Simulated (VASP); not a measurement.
# SnTe (Fm-3m) in VASP: notebook

SnTe is run at these levels: r2SCAN; tasks: single point.

All numbers are computed with VASP 6.6.1; they aren't measurements. Logs are shortened: lines on timing, memory, paths and dates and some standing lists are left out, and cuts for length are marked.

## 1. The cell of the first run

Symmetry: Fm-3m, No. 225, cubic system. Conventional cell: a = 6.414 Å, b = 6.414 Å, c = 6.414 Å, α = 90.00°, β = 90.00°, γ = 90.00°. Within 4.2 Å of Sn (site symmetry m-3m) lie 6 Te at 3.21 Å. Within 4.2 Å of Te (site symmetry m-3m) lie 6 Sn at 3.21 Å.

## 2. Single point, r2SCAN

POSCAR reads:

```
SnTe
1.0
    0.0000000000      3.2072495500      3.2072495500
    3.2072495500      0.0000000000      3.2072495500
    3.2072495500      3.2072495500      0.0000000000
Sn Te
1 1
Direct
    0.0000000000      0.0000000000      0.0000000000
    0.5000000000      0.5000000000      0.5000000000
```

INCAR.step1 reads:

```
  ALGO = Normal
  EDIFF = 1E-4
  ENCUT = 520
  GGA = PE
  ISMEAR = -1
  LASPH = True
  LCHARG = False
  LREAL = False
  LWAVE = True
  NBANDS = 17
  NELM = 100
  PREC = Accurate
  SIGMA = 0.1
```

INCAR.step2 reads:

```
  ALGO = Normal
  EDIFF = 1E-6
  ENCUT = 520
  ISIF = 2
  ISMEAR = -1
  ISTART = 1
  LASPH = True
  LCHARG = False
  LMIXTAU = True
  LREAL = False
  LWAVE = False
  METAGGA = R2SCAN
  NBANDS = 17
  NELM = 100
  PREC = Accurate
  SIGMA = 0.1
```

KPOINTS reads:

```
k-points
0
Gamma
  9 9 9
```

Potentials or basis: VASP PAW PBE potentials, release 64 (Sn_d, Te).

Run with:

```
$ cat potpaw_PBE.64/Sn_d/POTCAR potpaw_PBE.64/Te/POTCAR > POTCAR
$ cp INCAR.step1 INCAR
$ mpirun -np 1 vasp_std > vasp.out
$ cp INCAR.step2 INCAR
$ mpirun -np 1 vasp_std > vasp.out
```

OUTCAR:

```text
EDIFF = 1E-6
   ENCUT = 520
   ISIF = 2
   ISMEAR = -1
   ISTART = 1
   LASPH = True
   LREAL = False
   METAGGA = R2SCAN
   NELM = 100
   PREC = Accurate

 ion  position               nearest neighbor table
   1  0.000  0.000  0.000-   2 3.21   2 3.21   2 3.21   2 3.21   2 3.21   2 3.21
   2  0.500  0.500  0.500-   1 3.21   1 3.21   1 3.21   1 3.21   1 3.21   1 3.21

  LATTYP: Found a face centered cubic cell.
 ALAT       =     6.4144991000

  Lattice vectors:

 A1 = (   0.0000000000,   3.2072495500,   3.2072495500)
 A2 = (   3.2072495500,   0.0000000000,   3.2072495500)
 A3 = (   3.2072495500,   3.2072495500,   0.0000000000)

Analysis of symmetry for initial positions (statically):
=====================================================================
 Subroutine PRICEL returns:
 Original cell was already a primitive cell.

 Routine SETGRP: Setting up the symmetry group for a
 face centered cubic supercell.

 Subroutine GETGRP returns: Found 48 space group operations
 (whereof 48 operations were pure point group operations)
 out of a pool of 48 trial point group operations.

The static configuration has the point symmetry O_h .

Analysis of symmetry for dynamics (positions and initial velocities):
=====================================================================
 Subroutine PRICEL returns:
 Original cell was already a primitive cell.

 Routine SETGRP: Setting up the symmetry group for a
 face centered cubic supercell.

 Subroutine GETGRP returns: Found 48 space group operations
 (whereof 48 operations were pure point group operations)
 out of a pool of 48 trial point group operations.

The dynamic configuration has the point symmetry O_h .

 Subroutine INISYM returns: Found 48 space group operations
 (whereof 48 operations are pure point group operations),
 and found     1 'primitive' translations

----------------------------------------------------------------------------------------

                                     Primitive cell

  volume of cell :      65.9824

  direct lattice vectors                    reciprocal lattice vectors
     0.000000000  3.207249550  3.207249550    -0.155896818  0.155896818  0.155896818
     3.207249550  0.000000000  3.207249550     0.155896818 -0.155896818  0.155896818
     3.207249550  3.207249550  0.000000000     0.155896818  0.155896818 -0.155896818

  length of vectors
     4.535735812  4.535735812  4.535735812     0.270021210  0.270021210  0.270021210

  position of ions in fractional coordinates (direct lattice)
     0.000000000  0.000000000  0.000000000
     0.500000000  0.500000000  0.500000000

  ion indices of the primitive-cell ions
   primitive index   ion index
                 1           1
                 2           2

----------------------------------------------------------------------------------------

 KPOINTS: k-points

Automatic generation of k-mesh.
 Grid dimensions read from file:
 generate k-points for:    9    9    9

 Generating k-lattice:

  Cartesian coordinates                     Fractional coordinates (reciprocal lattice)
    -0.017321869  0.017321869  0.017321869     0.111111111  0.000000000  0.000000000
     0.017321869 -0.017321869  0.017321869     0.000000000  0.111111111  0.000000000
     0.017321869  0.017321869 -0.017321869     0.000000000  0.000000000  0.111111111

  Length of vectors
     0.030002357  0.030002357  0.030002357

  Shift w.r.t. Gamma in fractional coordinates (k-lattice)
     0.000000000  0.000000000  0.000000000

 Subroutine IBZKPT returns following result:
 ===========================================

 Found     35 irreducible k-points:

 Following reciprocal coordinates:
            Coordinates               Weight
  0.000000  0.000000  0.000000      1.000000
  0.111111  0.000000  0.000000      8.000000
  0.222222  0.000000  0.000000      8.000000
  0.333333  0.000000  0.000000      8.000000
  0.444444  0.000000  0.000000      8.000000
  0.111111  0.111111  0.000000      6.000000
[... 16 lines left out ...]
 -0.333333  0.333333  0.000000     12.000000
  0.444444  0.444444  0.000000      6.000000
 [... further k-points ...]
   k-points           NKPTS =     35   k-points in BZ     NKDIM =     35   number of bands    NBANDS=     17
   number of dos      NEDOS =    301   number of ions     NIONS =      2
   total plane-waves  NPLWV =  46656
   dimension x,y,z NGX =    36 NGY =   36 NGZ =   36
   dimension x,y,z NGXF=    72 NGYF=   72 NGZF=   72
   ions per type =               1   1
   NGX,Y,Z   is equivalent  to a cutoff of  13.19, 13.19, 13.19 a.u.
   NGXF,Y,Z  is equivalent  to a cutoff of  26.39, 26.39, 26.39 a.u.
 SYSTEM =  unknown system
   PREC   = accura    normal or accurate (medium, high low for compatibility)
   ISTART =      1    job   : 0-new  1-cont  2-samecut
   ICHARG =      0    charge: 1-file 2-atom 10-const
   ISPIN  =      1    spin polarized calculation?
   LNONCOLLINEAR =      F non collinear calculations
   LSORBIT =      F    spin-orbit coupling
   LASPH  =      T    aspherical Exc in radial PAW
   ENCUT  =  520.0 eV  38.22 Ry    6.18 a.u.   8.43  8.43  8.43*2*pi/ulx,y,z
   NELM   =    100;   NELMIN=  2; NELMDL=  0     # of ELM steps
   EDIFF  = 0.1E-05   stopping-criterion for ELM
   LREAL  =      F    real-space projection
   EDIFFG = 0.1E-04   stopping-criterion for IOM
   NSW    =      0    number of steps for IOM
   IBRION =     -1    ionic relax: 0-MD 1-quasi-New 2-CG
   NFREE  =      0    steps in history (QN), initial steepest desc. (CG)
   ISIF   =      2    stress and relaxation
   ISYM   =      2    0-nonsym 1-usesym 2-fastsym
   POTIM  = 0.5000    time-step for ionic-motion
   TEBEG  =    0.0;   TEEND  =   0.0 temperature during run
   PSTRESS=    0.0 pullay stress
   NELECT =      20.0000    total number of electrons
   NUPDOWN=      -1.0000    fix difference up-down
   EMIN   =  10.00;   EMAX   =-10.00  energy-range for DOS
   EFERMI =   0.00;   METHOD = LEGACY
   ISMEAR =    -1;   SIGMA  =   0.10  broadening in eV -4-tet -1-fermi 0-gaus
   EFERMI_NEDOS =   21; number of points for ismear=-14 and -15
   IALGO  =     38    algorithm
   IMIX   =      4    mixing-type and parameters
     AMIX     =   0.40;   BMIX     =  1.00
     AMIX_MAG =   1.60;   BMIX_MAG =  1.00
  volume/ion in A,a.u.               =      32.99       222.64
  Fermi-wavevector in a.u.,A,eV,Ry     =   1.099703  2.078137 16.454161  1.209347
  Thomas-Fermi vector in A             =   2.236102
   LORBIT       =      0    0 simple, 1 ext, 2 COOP (PROOUT), +10 PAW based schemes
   METAGGA = R2SCAN    functional components
   LHFCALC =     F    Hartree Fock is set to
   AEXX    =    0.0000 exact exchange contribution
   IVDW    =     0    specifies the selected vdW correction
   LEPSILON=     F    determine dielectric tensor
   LRPA    =     F    only Hartree local field effects (RPA)
 non-spin polarized calculation
  energy-cutoff  :      520.00
  volume of cell :       65.98
 maximum number of plane-waves:      1807
 NGX is ok and might be reduce to    36
   NGX = 17   NGY = 17   NGZ = 17

 number of electron      20.0000005 magnetization

 Free energy of the ion-electron system (eV)
  ---------------------------------------------------
  ext. energy  EPLUGINS =         0.00000000
  ---------------------------------------------------
  free energy    TOTEN  =       -50.68673501 eV

  energy without entropy =      -50.68411589  energy(sigma->0) =      -50.68542545

 E-fermi :   6.3506     XC(G=0):  -9.8135

 val. band max:        6.1323861718   @ k =   0.4444   0.0000   0.0000
 cond. band min:       6.7116181348   @ k =   0.4444   0.0000   0.0000
 fundamental gap:      0.5792319630
 Fermi energy:         6.3506175970

 k-point     1 :       0.0000    0.0000    0.0000
  band No.  band energies     occupation
      1     -16.3845      2.00000
      2     -16.3845      2.00000
      3     -16.3770      2.00000
      4     -16.3770      2.00000
      5     -16.3770      2.00000
      6      -6.7402      2.00000
[... 9 lines left out ...]
     16      11.4261      0.00000
     17      13.3730      0.00000

 k-point     2 :       0.1111    0.0000    0.0000
  band No.  band energies     occupation
      1     -16.3849      2.00000
      2     -16.3849      2.00000
      3     -16.3768      2.00000
      4     -16.3765      2.00000
      5     -16.3765      2.00000
      6      -6.6386      2.00000
[... 9 lines left out ...]
     16      11.6782      0.00000
     17      14.1520      0.00000

 k-point     3 :       0.2222    0.0000    0.0000
  band No.  band energies     occupation
      1     -16.3861      2.00000
      2     -16.3861      2.00000
      3     -16.3764      2.00000
      4     -16.3749      2.00000
      5     -16.3749      2.00000
      6      -6.3492      2.00000
[... 9 lines left out ...]
     16      12.3856      0.00000
     17      15.8492      0.00000

 k-point     4 :       0.3333    0.0000    0.0000
  band No.  band energies     occupation
      1     -16.3877      2.00000
      2     -16.3877      2.00000
      3     -16.3759      2.00000
      4     -16.3729      2.00000
      5     -16.3729      2.00000
      6      -5.9352      2.00000
[... 9 lines left out ...]
     16      13.4982      0.00000
     17      17.2284      0.00000
[... 343 lines left out ...]
      1     -16.3962      2.00000
      2     -16.3833      2.00000
      3     -16.3774      2.00000
      4     -16.3701      2.00000
      5     -16.3692      2.00000
      6      -5.2420      2.00000
[... 9 lines left out ...]
     16      15.5869      0.00000
     17      17.4557      0.00000

 k-point    23 :      -0.3333    0.3333    0.0000
  band No.  band energies     occupation
      1     -16.3936      2.00000
      2     -16.3855      2.00000
      3     -16.3751      2.00000
      4     -16.3717      2.00000
      5     -16.3702      2.00000
      6      -5.2515      2.00000
[... 9 lines left out ...]
     16      14.3769      0.00000
     17      16.5878      0.00000

 k-point    24 :       0.4444    0.4444    0.0000
  band No.  band energies     occupation
      1     -16.3992      2.00000
      2     -16.3806      2.00000
      3     -16.3799      2.00000
      4     -16.3683      2.00000
      5     -16.3683      2.00000
      6      -5.2981      2.00000
[... 9 lines left out ...]
     16      16.7629      0.00000
     17      17.6603      0.00000

 [... further k-points ...]
[... 5 lines left out ...]
  --------------------------------------------------------------------------------------
  -------------------------------------------------------------------------------------
  Total       -0.3632590     -0.3632590     -0.3632590      0.0000000      0.0000000      0.0000000
  in kB       -8.8206122     -8.8206122     -8.8206122      0.0000000      0.0000000      0.0000000
  external PRESSURE =      -8.8206122 kB  Pullay stress =       0.0000000 kB

 VOLUME and BASIS-vectors are now :
 -----------------------------------------------------------------------------
  energy-cutoff  :      520.00
  volume of cell :       65.98
      direct lattice vectors                 reciprocal lattice vectors
     0.000000000  3.207249550  3.207249550    -0.155896818  0.155896818  0.155896818
     3.207249550  0.000000000  3.207249550     0.155896818 -0.155896818  0.155896818
     3.207249550  3.207249550  0.000000000     0.155896818  0.155896818 -0.155896818

 POSITION                                       TOTAL-FORCE (eV/Angst)
 -----------------------------------------------------------------------------------
      0.00000      0.00000      0.00000         0.000000      0.000000     -0.000000
      3.20725      3.20725      3.20725         0.000000      0.000000      0.000000
 -----------------------------------------------------------------------------------
    total drift:                               -0.000000      0.000000      0.000000

  FREE ENERGIE OF THE ION-ELECTRON SYSTEM (eV)
  ---------------------------------------------------
  free  energy   TOTEN  =       -50.6867350062 eV

  energy  without entropy=      -50.6841158923  energy(sigma->0) =      -50.68542545
```

Wall time 2.2 min (1 thread of Intel Xeon Platinum 8259CL at 2.50GHz (Skylake/Cascade Lake), shared host); peak memory 0.24 GiB.

What came out:

```
Free energy : -50.6867 eV
Pressure    : -0.9 GPa
```

Caveat: this odd mesh misses L, where the gap lies, so gap, dielectric constants and Born charges aren't listed; the PAW data sets were made with another functional, which shifts forces and pressure a little; spin-orbit coupling is left out, which moves the levels of the heavy elements.

(Continued in part 2 of 2.)
